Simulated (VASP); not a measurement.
# As (P6_3/mmc) in VASP: further runs, part 2 of 2

VASP 6.6.1. Earlier steps stand in the parts before.

**5. Single point, PBEsol**

This run uses another cell than the first one, of 18.26 Å³/atom, 1.381 times its volume.

INCAR reads:

```
PREC = Accurate
ENCUT = 520
EDIFF = 1E-6
ISMEAR = -1
SIGMA = 0.1
LREAL = F
LASPH = T
NELM = 100
ALGO = Normal
ISIF = 2
LWAVE = F
LCHARG = T
GGA = PS
LELF = T
LVHAR = T
NBANDS = 12
```

KPOINTS reads:

```
Automatic mesh
0
Gamma
  8 8 5
```

POSCAR reads:

```
As
1.0
    2.9680041127      0.0000000000      0.0000000000
   -1.4840020563      2.5703669601      0.0000000000
    0.0000000000      0.0000000000      4.7859237817
As
2
Direct
    0.3333333333      0.6666666667      0.2500000000
    0.6666666667      0.3333333333      0.7500000000
```

Potentials or basis: VASP PAW PBE potentials, release 64 (As).

Launch:

```console
$ cat potpaw_PBE.64/As/POTCAR > POTCAR
$ mpirun -np 1 vasp_std > vasp.out
```

OUTCAR:

```text
PREC = Accurate
   ENCUT = 520
   EDIFF = 1E-6
   ISMEAR = -1
   LREAL = F
   LASPH = T
   NELM = 100
   ISIF = 2
   GGA = PS

 ion  position               nearest neighbor table
   1  0.333  0.667  0.250-
   2  0.667  0.333  0.750-

  LATTYP: Found a hexagonal cell.
 ALAT       =     2.9680041127
 C/A-ratio  =     1.6125057783

  Lattice vectors:

 A1 = (   2.9680041127,   0.0000000000,   0.0000000000)
 A2 = (  -1.4840020563,   2.5703669601,   0.0000000000)
 A3 = (   0.0000000000,   0.0000000000,   4.7859237817)

Analysis of symmetry for initial positions (statically):
=====================================================================
 Subroutine PRICEL returns:
 Original cell was already a primitive cell.

 Routine SETGRP: Setting up the symmetry group for a
 hexagonal supercell.

 Subroutine GETGRP returns: Found 24 space group operations
 (whereof 12 operations were pure point group operations)
 out of a pool of 24 trial point group operations.

[... 165 lines left out ...]

 val. band max:        6.9478213215   @ k =   0.2500   0.1250   0.2000
 cond. band min:       7.0571663428   @ k =   0.1250   0.1250   0.4000
 fundamental gap:      0.1093450212
 Fermi energy:         6.9682603394

 k-point     1 :       0.0000    0.0000    0.0000
  band No.  band energies     occupation
      1      -8.6408      2.00000
      2      -3.7948      2.00000
      3      -0.1602      2.00000
      4      10.9407      0.00000
      5      10.9407      0.00000
      6      12.7541      0.00000
      7      12.7541      0.00000
      8      13.2698      0.00000
      9      16.3463      0.00000
     10      18.6918      0.00000
     11      19.2358      0.00000
     12      19.2358      0.00000
[... 331 lines left out ...]
 k-point    24 :       0.3750   -0.0000    0.4000
  band No.  band energies     occupation
      1      -4.7975      2.00000
      2      -3.7214      2.00000
      3       1.7245      2.00000
      4       2.8025      2.00000
      5       7.2359      0.12881
      6       8.5958      0.00000
      7       9.6062      0.00000
      8       9.6599      0.00000
      9      13.4806      0.00000
     10      14.8118      0.00000
     11      15.5849      0.00000
     12      18.3692      0.00000

 [... further k-points ...]
[... 5 lines left out ...]
  --------------------------------------------------------------------------------------
  -------------------------------------------------------------------------------------
  Total        0.0468713      0.0468713      0.0491133      0.0000000      0.0000000      0.0000000
  in kB        2.0568020      2.0568020      2.1551849      0.0000000      0.0000000      0.0000000
  external PRESSURE =       2.0895963 kB  Pullay stress =       0.0000000 kB

 VOLUME and BASIS-vectors are now :
 -----------------------------------------------------------------------------
  energy-cutoff  :      520.00
  volume of cell :       36.51
      direct lattice vectors                 reciprocal lattice vectors
     2.968004113  0.000000000  0.000000000     0.336926757  0.194524754  0.000000000
    -1.484002056  2.570366960  0.000000000     0.000000000  0.389049508  0.000000000
     0.000000000  0.000000000  4.785923782     0.000000000  0.000000000  0.208946077

 POSITION                                       TOTAL-FORCE (eV/Angst)
 -----------------------------------------------------------------------------------
     -0.00000      1.71358      1.19648         0.000000     -0.000000      0.000000
      1.48400      0.85679      3.58944        -0.000000      0.000000      0.000000
 -----------------------------------------------------------------------------------
    total drift:                               -0.000000      0.000000      0.000000

  FREE ENERGIE OF THE ION-ELECTRON SYSTEM (eV)
  ---------------------------------------------------
  free  energy   TOTEN  =        -9.3426210816 eV

  energy  without entropy=       -9.3005088071  energy(sigma->0) =       -9.32156494
```

OSZICAR:

```text
N       E                     dE             d eps       ncg     rms          rms(c)
DAV:   1     0.275825272458E+02    0.27583E+02   -0.43726E+03   720   0.713E+02
DAV:   2    -0.768591838365E+01   -0.35268E+02   -0.33560E+02   952   0.116E+02
DAV:   3    -0.935109314466E+01   -0.16652E+01   -0.16559E+01   920   0.243E+01
DAV:   4    -0.935845550799E+01   -0.73624E-02   -0.73617E-02   828   0.176E+00
DAV:   5    -0.935846260198E+01   -0.70940E-05   -0.70942E-05   880   0.666E-02    0.292E+00
DAV:   6    -0.934775189479E+01    0.10711E-01   -0.46648E-03   792   0.339E-01    0.170E+00
DAV:   7    -0.934262362871E+01    0.51283E-02   -0.86305E-03   776   0.459E-01    0.629E-02
DAV:   8    -0.934262111763E+01    0.25111E-05   -0.11803E-04   812   0.746E-02    0.103E-02
DAV:   9    -0.934262108158E+01    0.36046E-07   -0.90611E-07   648   0.589E-03
   1 F= -.93426211E+01 E0= -.93215649E+01  d E =-.421123E-01
```

It took 9.4 s on 1 thread of Intel Xeon Platinum 8488C (Sapphire Rapids), shared host; peak memory 0.15 GiB.

Results:

* Free energy: -9.3426 eV
* Pressure: 0.2 GPa
* Band gap on the k mesh: zero (band 5 reaches 11.57 eV, above the bottom of band 6 at 4.38 eV)

Levels at points of the mesh, in eV from the Fermi level:
```
           k point  band 3  band 4  band 5  band 6  band 7  band 8
(0.00, 0.00, 0.00)   -7.13    3.97    3.97    5.79    5.79    6.30
(0.50, 0.00, 0.00)   -5.17   -3.59   -2.81   -0.35    0.37    4.23
```

Caveat: the PAW data sets were made with another functional, which shifts forces and pressure a little.

**6. Relaxation of cell and atoms, PBEsol**

This run uses another cell than the first one, of 21.48 Å³/atom, 1.625 times its volume.

INCAR reads:

```
SYSTEM = As
  ALGO = Normal
  EDIFF = 1E-6
  EDIFFG = -0.01
  ENCUT = 600
  GGA = PS
  IBRION = 2
  ISIF = 3
  ISMEAR = -1
  LASPH = .TRUE.
  LCHARG = .FALSE.
  LREAL = .FALSE.
  LWAVE = .FALSE.
  NELM = 80
  NSW = 80
  PREC = Accurate
  SIGMA = 0.1
```

KPOINTS reads:

```
k-points
0
G
  8 8 5
  0 0 0
```

POSCAR reads:

```
As
1.0
    3.1200000000      0.0000000000      0.0000000000
   -1.5600000000      2.7019992598      0.0000000000
    0.0000000000      0.0000000000      5.0949600000
As
2
Direct
    0.3333333333      0.6666666667      0.2500000000
    0.6666666667      0.3333333333      0.7500000000
```

Potentials or basis: VASP PAW PBE potentials, release 64 (As).

Launch:

```console
$ cat potpaw_PBE.64/As/POTCAR > POTCAR
$ mpirun -np 1 vasp_std > vasp.out
```

OUTCAR:

```text
SYSTEM = As
   EDIFF = 1E-6
   EDIFFG = -0.01
   ENCUT = 600
   GGA = PS
   IBRION = 2
   ISIF = 3
   ISMEAR = -1
   LASPH = .TRUE.
   LREAL = .FALSE.
   NELM = 80
   NSW = 80
   PREC = Accurate

 ion  position               nearest neighbor table
   1  0.333  0.667  0.250-
   2  0.667  0.333  0.750-

  LATTYP: Found a hexagonal cell.
 ALAT       =     3.1200000000
 C/A-ratio  =     1.6330000000

  Lattice vectors:

 A1 = (   3.1200000000,   0.0000000000,   0.0000000000)
 A2 = (  -1.5600000000,   2.7019992598,   0.0000000000)
 A3 = (   0.0000000000,   0.0000000000,   5.0949600000)

Analysis of symmetry for initial positions (statically):
=====================================================================
 Subroutine PRICEL returns:
 Original cell was already a primitive cell.

 Routine SETGRP: Setting up the symmetry group for a
 hexagonal supercell.

 Subroutine GETGRP returns: Found 24 space group operations
 (whereof 12 operations were pure point group operations)
 out of a pool of 24 trial point group operations.

The static configuration has the point symmetry D_3d.
 The point group associated with its full space group is D_6h.

[... 169 lines left out ...]
  -------------------------------------------------------------------------------------
  Total       -2.8065045     -2.8065045     -2.7020365      0.0000000     -0.0000000      0.0000000
  in kB     -104.6877170   -104.6877170   -100.7908719      0.0000000     -0.0000000      0.0000000
  external PRESSURE =    -103.3887686 kB  Pullay stress =       0.0000000 kB
[... 239 lines left out ...]
--------------------------------------- Ionic step        8  -------------------------------------------

 number of electron      10.0000000 magnetization

 Free energy of the ion-electron system (eV)
  ---------------------------------------------------
  ext. energy  EPLUGINS =         0.00000000
  ---------------------------------------------------
  free energy    TOTEN  =        -9.34294829 eV

  energy without entropy =       -9.30073136  energy(sigma->0) =       -9.32183983

 E-fermi :   6.9394     XC(G=0): -11.0439

 val. band max:        6.9243279025   @ k =   0.2500   0.1250   0.2000
 cond. band min:       7.0240440131   @ k =   0.1250   0.1250   0.4000
 fundamental gap:      0.0997161105
 Fermi energy:         6.9394231787

 k-point     1 :       0.0000    0.0000    0.0000
  band No.  band energies     occupation
      1      -8.6467      2.00000
      2      -3.8314      2.00000
      3      -0.1735      2.00000
      4      10.9140      0.00000
      5      10.9140      0.00000
      6      12.7161      0.00000
      7      12.7161      0.00000
      8      13.2010      0.00000
      9      16.3212      0.00000
[... 265 lines left out ...]
 k-point    24 :       0.3750    0.0000    0.4000
  band No.  band energies     occupation
      1      -4.8126      2.00000
      2      -3.7426      2.00000
      3       1.7098      2.00000
      4       2.7818      2.00000
      5       7.1938      0.14565
      6       8.5716      0.00000
      7       9.5578      0.00000
      8       9.6295      0.00000
      9      13.4530      0.00000

 [... further k-points ...]
[... 5 lines left out ...]
  --------------------------------------------------------------------------------------
  -------------------------------------------------------------------------------------
  Total        0.0005962      0.0005962     -0.0067531      0.0000000      0.0000000     -0.0000000
  in kB        0.0260963      0.0260963     -0.2956079      0.0000000      0.0000000     -0.0000000
  external PRESSURE =      -0.0811384 kB  Pullay stress =       0.0000000 kB
[... 17 lines left out ...]
  FREE ENERGIE OF THE ION-ELECTRON SYSTEM (eV)
  ---------------------------------------------------
  free  energy   TOTEN  =        -9.3429482933 eV

  energy  without entropy=       -9.3007313614  energy(sigma->0) =       -9.32183983

 reached required accuracy - stopping structural energy minimisation
```

OSZICAR:

```text
N       E                     dE             d eps       ncg     rms          rms(c)
DAV:   1     0.317269259741E+02    0.31727E+02   -0.47560E+03   540   0.105E+03
DAV:   2    -0.795199928510E+01   -0.39679E+02   -0.39097E+02   873   0.125E+02
DAV:   3    -0.911918079925E+01   -0.11672E+01   -0.11456E+01   635   0.260E+01
[... 47 lines left out ...]
DAV:   1    -0.934364258295E+01   -0.93135E-03   -0.70593E-02   556   0.160E+00    0.134E-01
DAV:   2    -0.934320757569E+01    0.43501E-03   -0.17097E-03   563   0.304E-01    0.752E-02
DAV:   3    -0.934294747445E+01    0.26010E-03   -0.60429E-04   566   0.143E-01    0.819E-03
DAV:   4    -0.934294858835E+01   -0.11139E-05   -0.18180E-05   561   0.312E-02    0.699E-03
DAV:   5    -0.934294829335E+01    0.29500E-06   -0.33756E-07   285   0.404E-03
   8 F= -.93429483E+01 E0= -.93218398E+01  d E =-.385331E-03
```

Run time: 61 s. Hardware: 1 thread of Intel Xeon Platinum 8488C (Sapphire Rapids), shared host; peak memory 0.18 GiB.

Results:

* Free energy: -9.3429 eV
* Relaxed volume: 18.30 Å³/atom
* Relaxed cell: a = 2.969 Å, b = 2.969 Å, c = 4.794 Å, α = 90.00°, β = 90.00°, γ = 120.00°
* Space group after relaxing (to 0.05 Å): P6_3/mmc (No. 194)
* Energy gained by relaxing: 117.4 meV/atom
* Ionic steps: 8
* Pressure after relaxing: 0.0 GPa
* Band gap on the k mesh: zero (band 5 reaches 11.54 eV, above the bottom of band 6 at 4.35 eV)

The path:
```
step  energy change (eV)  largest force (eV/Å)  pressure (GPa)  volume (Å³)
   1              0.0000                0.0000          -10.34        42.95
   2             -0.2089                0.0000            4.98        34.90
   3             -0.2344                0.0000           -0.06        36.63
   4             -0.2343                0.0000            0.26        36.51
   5             -0.2345                0.0000           -0.13        36.66
   6             -0.2345                0.0000           -0.13        36.66
   7             -0.2346                0.0000           -0.11        36.65
   8             -0.2349                0.0000           -0.01        36.60
```

Final structure:
```xyz
2
Lattice="2.9692 0.0000 0.0000 -1.4846 2.5714 0.0000 0.0000 0.0000 4.7937" Properties=species:S:1:pos:R:3 pbc="T T T"
As    0.0000    1.7143    1.1984
As    1.4846    0.8571    3.5953
```

Levels at points of the mesh, in eV from the Fermi level:
| k point | band 2 | band 3 | band 4 | band 5 | band 6 | band 7 | band 8 | band 9 |
| --- | --- | --- | --- | --- | --- | --- | --- | --- |
| (0.00, 0.00, 0.00) | -10.77 | -7.11 | 3.97 | 3.97 | 5.78 | 5.78 | 6.26 | 9.38 |
| (0.50, 0.00, 0.00) | -9.64 | -5.17 | -3.60 | -2.80 | -0.34 | 0.38 | 4.22 | 5.23 |

Caveat: the PAW data sets were made with another functional, which shifts forces and pressure a little.

**7. The runs side by side**

| task | cell | cutoff (eV) | gap on the mesh (eV) | pressure (GPa) |
| --- | --- | --- | --- | --- |
| single point | a = 2.681, b = 2.681, c = 4.249 Å, angles 90.0, 90.0, 120.0°, 2 atoms | 520 | none | 61.8 |
| single point | a = 2.743, b = 2.743, c = 4.366 Å, angles 90.0, 90.0, 120.0°, 2 atoms | 520 | none | 41.2 |
| single point | a = 2.827, b = 2.827, c = 4.527 Å, angles 90.0, 90.0, 120.0°, 2 atoms | 520 | none | 20.6 |
| single point | a = 2.968, b = 2.968, c = 4.786 Å, angles 90.0, 90.0, 120.0°, 2 atoms | 520 | none | 0.2 |
| relaxation of cell and atoms | relaxed from a = 3.120, b = 3.120, c = 5.095 Å, angles 90.0, 90.0, 120.0°, 2 atoms | 600 | none | 0.0 |

Alike in all rows: level PBEsol; potentials or basis VASP PAW PBE potentials, release 64 (As); no spin polarisation; k mesh 8 × 8 × 5; smearing fermi-dirac 0.1 eV.

Caveats: the PAW data sets were made with another functional, which shifts forces and pressure a little.

Total energies depend on the potentials used, so only differences within one code and one set of settings carry meaning.
